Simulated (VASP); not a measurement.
# C in VASP: further runs, part 2 of 3

VASP 6.6.1.

## (4) Single point, PBE+D3(BJ)

INCAR reads:

```
PREC = Accurate ; ENCUT = 520
EDIFF = 1E-6 ; ISMEAR = 0
SIGMA = 0.15 ; LREAL = F
LASPH = T ; NELM = 100
ALGO = Normal ; ISIF = 2
LWAVE = F ; LCHARG = T
GGA = PE ; IVDW = 12
LELF = T ; LVHAR = T
NBANDS = 16
```

KPOINTS reads:

```
Automatic mesh
0
Gamma
  18 12 10
```

POSCAR reads:

```
C
1.0
   -2.4646600698      0.0000000000      0.0000000000
    0.0000000000      0.0000000000     -3.5719696368
    0.0000000000     -4.2689164642      0.0000000000
C
4
Direct
    0.5000000000      0.0000000000      0.1666666667
    0.0000000000      0.0000000000      0.6666666667
    0.0000000000      0.0000000000      0.3333333333
    0.5000000000      0.0000000000      0.8333333333
```

Potentials or basis: VASP PAW PBE potentials, release 64 (C).

Started as:

```console
> cat potpaw_PBE.64/C/POTCAR > POTCAR
> mpirun -np 1 vasp_std > vasp.out
```

OUTCAR:

```text
PREC = Accurate
   ENCUT = 520
   EDIFF = 1E-6
   ISMEAR = 0
   LREAL = F
   LASPH = T
   NELM = 100
   ISIF = 2
   GGA = PE
   IVDW = 12
 IVDW          = 12

 ion  position               nearest neighbor table
   1  0.500  0.000  0.167-   3 1.42   3 1.42   4 1.42
   2  0.000  0.000  0.667-   4 1.42   4 1.42   3 1.42
   3  0.000  0.000  0.333-   1 1.42   1 1.42   2 1.42
   4  0.500  0.000  0.833-   2 1.42   2 1.42   1 1.42

  LATTYP: Found a simple orthorhombic cell.
 ALAT       =     2.4646600698
 B/A-ratio  =     1.4492747623
 C/A-ratio  =     1.7320508075

  Lattice vectors:

 A1 = (  -2.4646600698,   0.0000000000,   0.0000000000)
 A2 = (   0.0000000000,   0.0000000000,  -3.5719696368)
 A3 = (   0.0000000000,  -4.2689164642,   0.0000000000)

Analysis of symmetry for initial positions (statically):
=====================================================================
 Subroutine PRICEL returns following result:

  LATTYP: Found a hexagonal cell.
 ALAT       =     2.4646600698
 C/A-ratio  =     1.4492747623

  Lattice vectors:

 A1 = (  -1.2323300349,  -2.1344582321,   0.0000000000)
 A2 = (  -1.2323300349,   2.1344582321,   0.0000000000)
 A3 = (   0.0000000000,   0.0000000000,  -3.5719696368)

   2 primitive cells build up your supercell.

 Routine SETGRP: Setting up the symmetry group for a
 simple orthorhombic supercell.

 Subroutine GETGRP returns: Found  8 space group operations
 (whereof  8 operations were pure point group operations)
 out of a pool of  8 trial point group operations.

The static configuration has the point symmetry D_2h.

Analysis of symmetry for dynamics (positions and initial velocities):
=====================================================================
 Subroutine PRICEL returns following result:

  LATTYP: Found a hexagonal cell.
 ALAT       =     2.4646600698
 C/A-ratio  =     1.4492747623

  Lattice vectors:

 A1 = (  -1.2323300349,  -2.1344582321,   0.0000000000)
 A2 = (  -1.2323300349,   2.1344582321,   0.0000000000)
 A3 = (   0.0000000000,   0.0000000000,  -3.5719696368)

   2 primitive cells build up your supercell.

 Routine SETGRP: Setting up the symmetry group for a
 simple orthorhombic supercell.

 Subroutine GETGRP returns: Found  8 space group operations
 (whereof  8 operations were pure point group operations)
 out of a pool of  8 trial point group operations.

The dynamic configuration has the point symmetry D_2h.

 Subroutine INISYM returns: Found  8 space group operations
 (whereof  8 operations are pure point group operations),
 and found     2 'primitive' translations

----------------------------------------------------------------------------------------

                                     Primitive cell

  volume of cell :      18.7911

  direct lattice vectors                    reciprocal lattice vectors
    -1.232330035 -2.134458232  0.000000000    -0.405735465 -0.234251480  0.000000000
    -1.232330035  2.134458232  0.000000000    -0.405735465  0.234251480  0.000000000
     0.000000000  0.000000000 -3.571969637     0.000000000  0.000000000 -0.279957587

[... 35 lines left out ...]

 Found    420 irreducible k-points:

 Following reciprocal coordinates:
            Coordinates               Weight
  0.000000  0.000000  0.000000      1.000000
  0.055556  0.000000  0.000000      2.000000
  0.111111  0.000000  0.000000      2.000000
  0.166667  0.000000  0.000000      2.000000
  0.222222  0.000000  0.000000      2.000000
  0.277778  0.000000  0.000000      2.000000
[... 16 lines left out ...]
  0.111111  0.166667  0.000000      4.000000
  0.166667  0.166667  0.000000      4.000000
 [... further k-points ...]
   k-points           NKPTS =    420   k-points in BZ     NKDIM =    420   number of bands    NBANDS=     16
   number of dos      NEDOS =    301   number of ions     NIONS =      4
   total plane-waves  NPLWV =  16128
   dimension x,y,z NGX =    18 NGY =   28 NGZ =   32
   dimension x,y,z NGXF=    36 NGYF=   56 NGZF=   64
   ions per type =               4
   NGX,Y,Z   is equivalent  to a cutoff of  12.14, 13.03, 12.46 a.u.
   NGXF,Y,Z  is equivalent  to a cutoff of  24.28, 26.06, 24.92 a.u.
 SYSTEM =  unknown system
   PREC   = accura    normal or accurate (medium, high low for compatibility)
   ISTART =      0    job   : 0-new  1-cont  2-samecut
   ICHARG =      2    charge: 1-file 2-atom 10-const
   ISPIN  =      1    spin polarized calculation?
   LNONCOLLINEAR =      F non collinear calculations
   LSORBIT =      F    spin-orbit coupling
   LASPH  =      T    aspherical Exc in radial PAW
   ENCUT  =  520.0 eV  38.22 Ry    6.18 a.u.   4.58  6.64  7.94*2*pi/ulx,y,z
   NELM   =    100;   NELMIN=  2; NELMDL= -5     # of ELM steps
   EDIFF  = 0.1E-05   stopping-criterion for ELM
   LREAL  =      F    real-space projection
   EDIFFG = 0.1E-04   stopping-criterion for IOM
   NSW    =      0    number of steps for IOM
   IBRION =     -1    ionic relax: 0-MD 1-quasi-New 2-CG
   NFREE  =      0    steps in history (QN), initial steepest desc. (CG)
   ISIF   =      2    stress and relaxation
   ISYM   =      2    0-nonsym 1-usesym 2-fastsym
   POTIM  = 0.5000    time-step for ionic-motion
   TEBEG  =    0.0;   TEEND  =   0.0 temperature during run
   PSTRESS=    0.0 pullay stress
   NELECT =      16.0000    total number of electrons
   NUPDOWN=      -1.0000    fix difference up-down
   EMIN   =  10.00;   EMAX   =-10.00  energy-range for DOS
   EFERMI =   0.00;   METHOD = LEGACY
   ISMEAR =     0;   SIGMA  =   0.15  broadening in eV -4-tet -1-fermi 0-gaus
   EFERMI_NEDOS =   21; number of points for ismear=-14 and -15
   IALGO  =     38    algorithm
   IMIX   =      4    mixing-type and parameters
     AMIX     =   0.40;   BMIX     =  1.00
     AMIX_MAG =   1.60;   BMIX_MAG =  1.00
  volume/ion in A,a.u.               =       9.40        63.40
  Fermi-wavevector in a.u.,A,eV,Ry     =   1.231556  2.327303 20.636352  1.516729
  Thomas-Fermi vector in A             =   2.366360
   LORBIT       =      0    0 simple, 1 ext, 2 COOP (PROOUT), +10 PAW based schemes
   GGA     = PE    functional components
   LHFCALC =     F    Hartree Fock is set to
   AEXX    =    0.0000 exact exchange contribution
   IVDW    =    12    specifies the selected vdW correction
   LEPSILON=     F    determine dielectric tensor
   LRPA    =     F    only Hartree local field effects (RPA)
 non-spin polarized calculation
 Gauss-broadening in eV      SIGMA  =   0.15
  energy-cutoff  :      520.00
  volume of cell :       37.58
 maximum number of plane-waves:      1040
   NGX =  9   NGY = 13   NGZ = 15

 number of electron      16.0000003 magnetization

 Free energy of the ion-electron system (eV)
  ---------------------------------------------------
  ext. energy  EPLUGINS =         0.00000000
  ---------------------------------------------------
  free energy    TOTEN  =       -36.85626381 eV

  energy without entropy =      -36.85586258  energy(sigma->0) =      -36.85606319

 E-fermi :   4.1597     XC(G=0):  -9.8800

 val. band max:        4.1578786892   @ k =   0.3333   0.2500   0.0000
 cond. band min:       4.3931835118   @ k =   0.3333   0.1667   0.0000
 fundamental gap:      0.2353048226
 Fermi energy:         4.1597451014

 k-point     1 :       0.0000    0.0000    0.0000
  band No.  band energies     occupation
      1     -15.4470      2.00000
      2     -10.1719      2.00000
      3      -9.1225      2.00000
      4      -2.7056      2.00000
      5      -2.2572      2.00000
      6       1.1306      2.00000
[... 433 lines left out ...]
      3      -8.6956      2.00000
      4      -4.0739      2.00000
      5      -2.5313      2.00000
      6      -0.5554      2.00000
[... 8 lines left out ...]
     15      15.8230      0.00000
     16      16.3554      0.00000

 [... further k-points ...]

------------------------ aborting loop because EDIFF is reached ----------------------------------------

 Edisp (eV)   -0.57989

 E8    (eV) :    -0.1629

  FORCE on cell =-STRESS in cart. coord.  units (eV):
  Direction    XX          YY          ZZ          XY          YZ          ZX
  --------------------------------------------------------------------------------------
  -------------------------------------------------------------------------------------
  Total       0.15510     0.16956    -0.02626     0.00000     0.00000    -0.00000
  in kB       6.61227     7.22853    -1.11942     0.00000     0.00000    -0.00000
  external pressure =        4.24 kB  Pullay stress =        0.00 kB

 VOLUME and BASIS-vectors are now :
 -----------------------------------------------------------------------------
  energy-cutoff  :      520.00
  volume of cell :       37.58
      direct lattice vectors                 reciprocal lattice vectors
    -2.464660070  0.000000000  0.000000000    -0.405735465  0.000000000  0.000000000
     0.000000000  0.000000000 -3.571969637     0.000000000  0.000000000 -0.279957587
     0.000000000 -4.268916464  0.000000000     0.000000000 -0.234251480  0.000000000

 POSITION                                       TOTAL-FORCE (eV/Angst)
 -----------------------------------------------------------------------------------
     -1.23233     -0.71149      0.00000         0.000000     -0.004144     -0.000000
      0.00000     -2.84594      0.00000        -0.000000     -0.004144      0.000000
      0.00000     -1.42297      0.00000        -0.000000      0.004144      0.000000
     -1.23233     -3.55743      0.00000         0.000000      0.004144     -0.000000
 -----------------------------------------------------------------------------------
    total drift:                               -0.000000     -0.000000     -0.000000

  FREE ENERGIE OF THE ION-ELECTRON SYSTEM (eV)
  ---------------------------------------------------
  free  energy   TOTEN  =       -37.4361581193 eV

  energy  without entropy=      -37.4357568862  energy(sigma->0) =      -37.43595750
```

stdout:

```text
POSCAR found type information on POSCAR C
 POSCAR found :  1 types and       4 ions
 scaLAPACK will be used
 LDA part: xc-table for (Slater+PW92), standard interpolation
 POSCAR, INCAR and KPOINTS ok, starting setup
 FFT: planning ... GRIDC
 FFT: planning ... GRID_SOFT
 FFT: planning ... GRID
 WAVECAR not read
 entering main loop
```

Run time: 1.7 min. Hardware: 1 thread of Intel Xeon Platinum 8488C (Sapphire Rapids), shared host; peak memory 0.29 GiB.

Results:

```yaml
Free_energy: -37.4362 eV
Pressure: 0.4 GPa
Largest_force: 0.004 eV/Å
Band_gap_on_the_k_mesh: zero (bands 8 and 9 overlap by 0.92 eV)
Dispersion_energy_per_atom: -0.145 eV
```

Forces in eV/Å, atoms in the order of the input:
```
C    0.000 -0.004  0.000
C    0.000 -0.004  0.000
C    0.000  0.004  0.000
C    0.000  0.004  0.000
```

## (5) Single point, PBE+D3(BJ) (atoms displaced along a vibrational mode)

INCAR reads:

```
  PREC = Accurate
  ENCUT = 520
  EDIFF = 1E-6
  ISMEAR = 0
  SIGMA = 0.15
  LREAL = F
  LASPH = T
  NELM = 100
  ALGO = Normal
  ISIF = 2
  LWAVE = F
  LCHARG = F
  GGA = PE
  IVDW = 12
  NBANDS = 16
```

KPOINTS reads:

```
regular mesh
0
Gamma
  18 12 10
```

POSCAR reads:

```
C
1.0
   -2.4646600698      0.0000000000      0.0000000000
    0.0000000000      0.0000000000     -3.5719696368
    0.0000000000     -4.2689164642      0.0000000000
C
4
Direct
    0.5000000000      0.0000000000      0.1694776845
    0.0000000000      0.0000000000      0.6526115779
    0.0000000000      0.0000000000      0.3305223155
    0.5000000000      0.0000000000      0.8473884221
```

Started as:

```console
> cat potpaw_PBE.64/C/POTCAR > POTCAR
> mpirun -np 1 vasp_std > vasp.out
```

It took 70 s on 1 thread of Intel Xeon 6975P-C (Granite Rapids), shared host; peak memory 0.29 GiB.

It converged, with:

```
Free energy                : -37.1086 eV
Pressure                   : 2.4 GPa
Largest force              : 5.387 eV/Å
Band gap on the k mesh     : zero (bands 8 and 9 overlap by 0.32 eV)
Dispersion energy per atom : -0.144 eV
```

Forces in eV/Å, atoms in the order of the input:
```
C    0.000  0.105  0.000
C    0.000 -5.387  0.000
C    0.000 -0.105  0.000
C    0.000  5.387  0.000
```

Stress tensor (GPa, compression positive):
```
 0.00  0.00  0.00
 0.00  7.27  0.00
 0.00  0.00 -0.14
```

Levels at points of the mesh, in eV from the Fermi level:
| k point | band 4 | band 5 | band 6 | band 7 | band 8 | band 9 | band 10 | band 11 | band 12 | band 13 |
| --- | --- | --- | --- | --- | --- | --- | --- | --- | --- | --- |
| (0.00, 0.00, 0.00) | -6.90 | -6.32 | -3.67 | -2.11 | -1.44 | 1.76 | 3.84 | 7.27 | 7.33 | 9.38 |
| (0.50, 0.00, 0.00) | -10.19 | -9.28 | -9.28 | -2.32 | -2.32 | 3.57 | 3.57 | 9.22 | 9.22 | 10.85 |
| (0.00, 0.50, 0.00) | -8.31 | -6.29 | -3.65 | -2.48 | -2.09 | 0.55 | 7.38 | 7.50 | 9.18 | 9.47 |
| (0.50, 0.50, 0.00) | -10.10 | -9.21 | -9.21 | -3.41 | -3.41 | 2.73 | 2.73 | 10.19 | 10.19 | 11.22 |
| (0.00, 0.00, 0.50) | -7.43 | -5.50 | -5.50 | -4.81 | -3.78 | 5.59 | 5.77 | 6.99 | 7.86 | 7.88 |
| (0.50, 0.00, 0.50) | -12.97 | -6.50 | -6.50 | -2.04 | -2.04 | 2.68 | 2.68 | 7.00 | 7.00 | 10.88 |
| (0.00, 0.50, 0.50) | -7.37 | -6.79 | -6.19 | -5.47 | -3.75 | 6.35 | 7.22 | 8.01 | 8.89 | 10.57 |
| (0.50, 0.50, 0.50) | -12.86 | -6.47 | -6.47 | -3.01 | -3.01 | 1.35 | 1.35 | 7.24 | 7.24 | 13.08 |

Caveat: the cell differs from its parent crystal (atoms displaced along a vibrational mode); forces of over 1 eV/Å act on the atoms, so gaps and moduli don't describe the material at rest.

(Continued in part 3 of 3.)
